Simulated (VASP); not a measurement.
# Mo (Im-3m) in VASP: relaxation of cell and atoms with LDA

Aim: the relaxation of cell and atoms of Mo with LDA.

Program: VASP 6.6.1. These are calculated values, not measurements. Logs are shortened: lines on timing, memory, paths and dates and some standing lists are left out, and cuts for length are marked.

**1. The cell of the first run**

It takes space group Im-3m (No. 229, cubic). Conventional cell: a = 3.111 Å, b = 3.111 Å, c = 3.111 Å, α = 90.00°, β = 90.00°, γ = 90.00°. Within 3.6 Å of Mo (site symmetry m-3m) lie 14 Mo at 2.69 to 3.11 Å.

**2. Relaxation of cell and atoms, LDA**

Contents of INCAR:

```
SYSTEM = Mo
  PREC = Accurate
  ENCUT = 600
  EDIFF = 1E-6
  ISMEAR = -1
  SIGMA = 0.15
  LREAL = .False.
  LASPH = .True.
  NELM = 80
  ALGO = Fast
  ISIF = 3
  LWAVE = .False.
  LCHARG = .False.
  IBRION = 2
  NSW = 80
  EDIFFG = -0.001
```

Contents of KPOINTS:

```
Automatic mesh
0
Gamma
  16 16 16
  0 0 0
```

Contents of POSCAR:

```
Mo
1.0
   -1.5554614235      1.5554614235      1.5554614235
    1.5554614235     -1.5554614235      1.5554614235
    1.5554614235      1.5554614235     -1.5554614235
Mo
1
Direct
    0.0000000000      0.0000000000      0.0000000000
```

Potentials or basis: VASP PAW LDA potentials, release 64 (Mo_sv).

Command:

```bash
cat potpaw_LDA.64/Mo_sv/POTCAR > POTCAR
mpirun -np 1 vasp_std > vasp.out
```

OUTCAR:

```text
SYSTEM = Mo
   PREC = Accurate
   ENCUT = 600
   EDIFF = 1E-6
   ISMEAR = -1
   LREAL = .False.
   LASPH = .True.
   NELM = 80
   ISIF = 3
   IBRION = 2
   NSW = 80
   EDIFFG = -0.001

 ion  position               nearest neighbor table
   1  0.000  0.000  0.000-

  LATTYP: Found a body centered cubic cell.
 ALAT       =     3.1109228470

  Lattice vectors:

 A1 = (  -1.5554614235,   1.5554614235,   1.5554614235)
 A2 = (   1.5554614235,  -1.5554614235,   1.5554614235)
 A3 = (   1.5554614235,   1.5554614235,  -1.5554614235)

Analysis of symmetry for initial positions (statically):
=====================================================================
 Subroutine PRICEL returns:
 Original cell was already a primitive cell.

 Routine SETGRP: Setting up the symmetry group for a
 body centered cubic supercell.

 Subroutine GETGRP returns: Found 48 space group operations
 (whereof 48 operations were pure point group operations)
 out of a pool of 48 trial point group operations.

The static configuration has the point symmetry O_h .

Analysis of symmetry for dynamics (positions and initial velocities):
=====================================================================
 Subroutine PRICEL returns:
 Original cell was already a primitive cell.

 Routine SETGRP: Setting up the symmetry group for a
 body centered cubic supercell.

 Subroutine GETGRP returns: Found 48 space group operations
 (whereof 48 operations were pure point group operations)
 out of a pool of 48 trial point group operations.

The dynamic configuration has the point symmetry O_h .

 Subroutine INISYM returns: Found 48 space group operations
 (whereof 48 operations are pure point group operations),
 and found     1 'primitive' translations

----------------------------------------------------------------------------------------

                                     Primitive cell

  volume of cell :      15.0535

  direct lattice vectors                    reciprocal lattice vectors
    -1.555461423  1.555461423  1.555461423     0.000000000  0.321448023  0.321448023
     1.555461423 -1.555461423  1.555461423     0.321448023  0.000000000  0.321448023
     1.555461423  1.555461423 -1.555461423     0.321448023  0.321448023  0.000000000

  length of vectors
     2.694138215  2.694138215  2.694138215     0.454596154  0.454596154  0.454596154

  position of ions in fractional coordinates (direct lattice)
     0.000000000  0.000000000  0.000000000

  ion indices of the primitive-cell ions
   primitive index   ion index
                 1           1

----------------------------------------------------------------------------------------

 KPOINTS: Automatic mesh

Automatic generation of k-mesh.
 Grid dimensions read from file:
 generate k-points for:   16   16   16

 Generating k-lattice:

  Cartesian coordinates                     Fractional coordinates (reciprocal lattice)
     0.000000000  0.020090501  0.020090501     0.062500000  0.000000000  0.000000000
     0.020090501  0.000000000  0.020090501     0.000000000  0.062500000  0.000000000
     0.020090501  0.020090501  0.000000000     0.000000000  0.000000000  0.062500000

  Length of vectors
     0.028412260  0.028412260  0.028412260

  Shift w.r.t. Gamma in fractional coordinates (k-lattice)
     0.000000000  0.000000000  0.000000000

 Subroutine IBZKPT returns following result:
 ===========================================

 Found    145 irreducible k-points:

 Following reciprocal coordinates:
            Coordinates               Weight
  0.000000  0.000000  0.000000      1.000000
  0.062500  0.000000  0.000000     12.000000
  0.125000  0.000000  0.000000     12.000000
  0.187500  0.000000  0.000000     12.000000
  0.250000  0.000000  0.000000     12.000000
  0.312500  0.000000  0.000000     12.000000
[... 16 lines left out ...]
  0.187500  0.187500  0.000000     24.000000
  0.250000  0.187500  0.000000     48.000000
 [... further k-points ...]
   k-points           NKPTS =    145   k-points in BZ     NKDIM =    145   number of bands    NBANDS=     11
   number of dos      NEDOS =    301   number of ions     NIONS =      1
   total plane-waves  NPLWV =  13824
   dimension x,y,z NGX =    24 NGY =   24 NGZ =   24
   dimension x,y,z NGXF=    48 NGYF=   48 NGZF=   48
   ions per type =               1
   NGX,Y,Z   is equivalent  to a cutoff of  14.81, 14.81, 14.81 a.u.
   NGXF,Y,Z  is equivalent  to a cutoff of  29.62, 29.62, 29.62 a.u.
 SYSTEM =  Mo
   PREC   = accura    normal or accurate (medium, high low for compatibility)
   ISTART =      0    job   : 0-new  1-cont  2-samecut
   ICHARG =      2    charge: 1-file 2-atom 10-const
   ISPIN  =      1    spin polarized calculation?
   LNONCOLLINEAR =      F non collinear calculations
   LSORBIT =      F    spin-orbit coupling
   LASPH  =      T    aspherical Exc in radial PAW
   ENCUT  =  600.0 eV  44.10 Ry    6.64 a.u.   5.38  5.38  5.38*2*pi/ulx,y,z
   NELM   =     80;   NELMIN=  2; NELMDL= -5     # of ELM steps
   EDIFF  = 0.1E-05   stopping-criterion for ELM
   LREAL  =      F    real-space projection
   EDIFFG = -.1E-02   stopping-criterion for IOM
   NSW    =     80    number of steps for IOM
   IBRION =      2    ionic relax: 0-MD 1-quasi-New 2-CG
   NFREE  =      1    steps in history (QN), initial steepest desc. (CG)
   ISIF   =      3    stress and relaxation
   ISYM   =      2    0-nonsym 1-usesym 2-fastsym
   POTIM  = 0.5000    time-step for ionic-motion
   TEBEG  =    0.0;   TEEND  =   0.0 temperature during run
   PSTRESS=    0.0 pullay stress
   NELECT =      14.0000    total number of electrons
   NUPDOWN=      -1.0000    fix difference up-down
   EMIN   =  10.00;   EMAX   =-10.00  energy-range for DOS
   EFERMI =   0.00;   METHOD = LEGACY
   ISMEAR =    -1;   SIGMA  =   0.15  broadening in eV -4-tet -1-fermi 0-gaus
   EFERMI_NEDOS =   21; number of points for ismear=-14 and -15
   IALGO  =     68    algorithm
   IMIX   =      4    mixing-type and parameters
     AMIX     =   0.40;   BMIX     =  1.00
     AMIX_MAG =   1.60;   BMIX_MAG =  1.00
  volume/ion in A,a.u.               =      15.05       101.59
  Fermi-wavevector in a.u.,A,eV,Ry     =   1.597981  3.019746 34.743064  2.553543
  Thomas-Fermi vector in A             =   2.695502
   LORBIT       =      0    0 simple, 1 ext, 2 COOP (PROOUT), +10 PAW based schemes
   GGA     = CA    functional components
   LHFCALC =     F    Hartree Fock is set to
   AEXX    =    0.0000 exact exchange contribution
   IVDW    =     0    specifies the selected vdW correction
   LEPSILON=     F    determine dielectric tensor
   LRPA    =     F    only Hartree local field effects (RPA)
 conjugate gradient relaxation of ions
 non-spin polarized calculation
 RMM-DIIS sequential band-by-band and
  energy-cutoff  :      600.00
  volume of cell :       15.05
 maximum number of plane-waves:       531
 NGX is ok and might be reduce to    24
   NGX = 11   NGY = 11   NGZ = 11

--------------------------------------- Ionic step        1  -------------------------------------------

 number of electron      13.9999999 magnetization

 Free energy of the ion-electron system (eV)
  ---------------------------------------------------
  ext. energy  EPLUGINS =         0.00000000
  ---------------------------------------------------
  free energy    TOTEN  =       -12.15666132 eV

  energy without entropy =      -12.11139927  energy(sigma->0) =      -12.13403030

------------------------ aborting loop because EDIFF is reached ----------------------------------------

  FORCE on cell =-STRESS in cart. coord.  units (eV):
  Direction    XX          YY          ZZ          XY          YZ          ZX
  --------------------------------------------------------------------------------------
  -------------------------------------------------------------------------------------
  Total        0.1311416      0.1311416      0.1311416      0.0000000     -0.0000000      0.0000000
  in kB       13.9576880     13.9576880     13.9576880      0.0000000     -0.0000000      0.0000000
  external PRESSURE =      13.9576880 kB  Pullay stress =       0.0000000 kB

 VOLUME and BASIS-vectors are now :
 -----------------------------------------------------------------------------
  energy-cutoff  :      600.00
  volume of cell :       15.05
      direct lattice vectors                 reciprocal lattice vectors
    -1.555461423  1.555461423  1.555461423     0.000000000  0.321448023  0.321448023
     1.555461423 -1.555461423  1.555461423     0.321448023  0.000000000  0.321448023
     1.555461423  1.555461423 -1.555461423     0.321448023  0.321448023  0.000000000
[... 71 lines left out ...]
 POSITION                                       TOTAL-FORCE (eV/Angst)
 -----------------------------------------------------------------------------------
      0.00000      0.00000     -0.00000        -0.000000     -0.000000     -0.000000
 -----------------------------------------------------------------------------------
    total drift:                                0.000000      0.000000     -0.000000

  FREE ENERGIE OF THE ION-ELECTRON SYSTEM (eV)
  ---------------------------------------------------
  free  energy   TOTEN  =       -12.1569326321 eV

  energy  without entropy=      -12.1114715556  energy(sigma->0) =      -12.13420209

--------------------------------------- Ionic step        4  -------------------------------------------

 number of electron      13.9999999 magnetization

 Free energy of the ion-electron system (eV)
  ---------------------------------------------------
  ext. energy  EPLUGINS =         0.00000000
  ---------------------------------------------------
  free energy    TOTEN  =       -12.15693253 eV

  energy without entropy =      -12.11148185  energy(sigma->0) =      -12.13420719

 E-fermi :  13.0039     XC(G=0): -13.7897

 val. band max:       12.9933885913   @ k =  -0.1875   0.1875   0.0625
 cond. band min:      13.0304204703   @ k =  -0.1250   0.1250   0.1250
 fundamental gap:      0.0370318790
 Fermi energy:        13.0038509095

 k-point     1 :       0.0000    0.0000    0.0000
  band No.  band energies     occupation
      1     -47.9222      2.00000
      2     -21.2816      2.00000
      3     -21.2816      2.00000
      4     -21.2816      2.00000
      5       5.6803      2.00000
      6      11.5768      1.99985
      7      11.5768      1.99985
      8      11.5768      1.99985
      9      14.7042      0.00002
     10      14.7042      0.00002
     11      27.8850      0.00000

 k-point     2 :       0.0625    0.0000    0.0000
  band No.  band energies     occupation
      1     -47.9107      2.00000
      2     -21.3462      2.00000
      3     -21.3013      2.00000
      4     -21.2820      2.00000
      5       5.8608      2.00000
      6      11.4736      1.99993
      7      11.5599      1.99987
      8      11.7474      1.99954
      9      14.5503      0.00007
     10      14.7064      0.00002
     11      28.0242      0.00000
[... 295 lines left out ...]
 k-point    24 :       0.2500    0.1875    0.0000
  band No.  band energies     occupation
      1     -47.6483      2.00000
      2     -22.5210      2.00000
      3     -21.7952      2.00000
      4     -21.4192      2.00000
      5       8.7035      2.00000
      6       9.9624      2.00000
      7      11.1938      1.99999
      8      14.1231      0.00115
      9      15.5272      0.00000
     10      17.8925      0.00000
     11      26.5531      0.00000

 [... further k-points ...]
[... 5 lines left out ...]
  --------------------------------------------------------------------------------------
  -------------------------------------------------------------------------------------
  Total        0.0002024      0.0002024      0.0002024      0.0000000     -0.0000000      0.0000000
  in kB        0.0214485      0.0214485      0.0214485      0.0000000     -0.0000000      0.0000000
  external PRESSURE =       0.0214485 kB  Pullay stress =       0.0000000 kB

 VOLUME and BASIS-vectors are now :
 -----------------------------------------------------------------------------
  energy-cutoff  :      600.00
  volume of cell :       15.12
      direct lattice vectors                 reciprocal lattice vectors
    -1.557709340  1.557709340  1.557709340     0.000000000  0.320984145  0.320984145
     1.557709340 -1.557709340  1.557709340     0.320984145  0.000000000  0.320984145
     1.557709340  1.557709340 -1.557709340     0.320984145  0.320984145  0.000000000

 POSITION                                       TOTAL-FORCE (eV/Angst)
 -----------------------------------------------------------------------------------
      0.00000      0.00000     -0.00000        -0.000000      0.000000     -0.000000
 -----------------------------------------------------------------------------------
    total drift:                                0.000000      0.000000     -0.000000

  FREE ENERGIE OF THE ION-ELECTRON SYSTEM (eV)
  ---------------------------------------------------
  free  energy   TOTEN  =       -12.1569325333 eV

  energy  without entropy=      -12.1114818482  energy(sigma->0) =      -12.13420719

 reached required accuracy - stopping structural energy minimisation
```

Wall time 98 s (1 thread of Intel Xeon 8259CL, shared host); peak memory 0.16 GiB.

Results:

* Free energy: -12.1569 eV
* Relaxed volume: 15.12 Å³/atom
* Relaxed cell: a = 2.698 Å, b = 2.698 Å, c = 2.698 Å, α = 109.47°, β = 109.47°, γ = 109.47°
* Space group after relaxing (to 0.05 Å): Im-3m (No. 229)
* Energy gained by relaxing: 0.3 meV/atom
* Ionic steps: 4
* Pressure after relaxing: 0.0 GPa
* Band gap on the k mesh: zero (band 7 reaches 17.22 eV, above the bottom of band 8 at 11.58 eV)

Step by step:
```
step  energy change (eV)  largest force (eV/Å)  pressure (GPa)  volume (Å³)
   1              0.0000                0.0000            1.40        15.05
   2              0.0026                0.0000           -4.11        15.34
   3             -0.0003                0.0000           -0.08        15.12
   4             -0.0003                0.0000            0.00        15.12
```

Final structure:
```yaml
crystal:
  lattice:
    - [-1.55771, 1.55771, 1.55771]
    - [1.55771, -1.55771, 1.55771]
    - [1.55771, 1.55771, -1.55771]
  atoms:
    - { symbol: Mo, position: [0.00000, 0.00000, 0.00000] }
```

Levels at points of the mesh, in eV from the Fermi level:
| k point | band 3 | band 4 | band 5 | band 6 | band 7 | band 8 | band 9 | band 10 | band 11 |
| --- | --- | --- | --- | --- | --- | --- | --- | --- | --- |
| (0.00, 0.00, 0.00) | -34.29 | -34.29 | -7.32 | -1.43 | -1.43 | -1.43 | 1.70 | 1.70 | 14.88 |
| (0.50, 0.00, 0.00) | -34.79 | -34.30 | -5.53 | -3.56 | 1.76 | 1.82 | 2.41 | 5.04 | 12.04 |
| (0.50, 0.50, 0.50) | -35.37 | -35.37 | -5.72 | -5.72 | 4.22 | 4.22 | 4.22 | 9.33 | 9.33 |
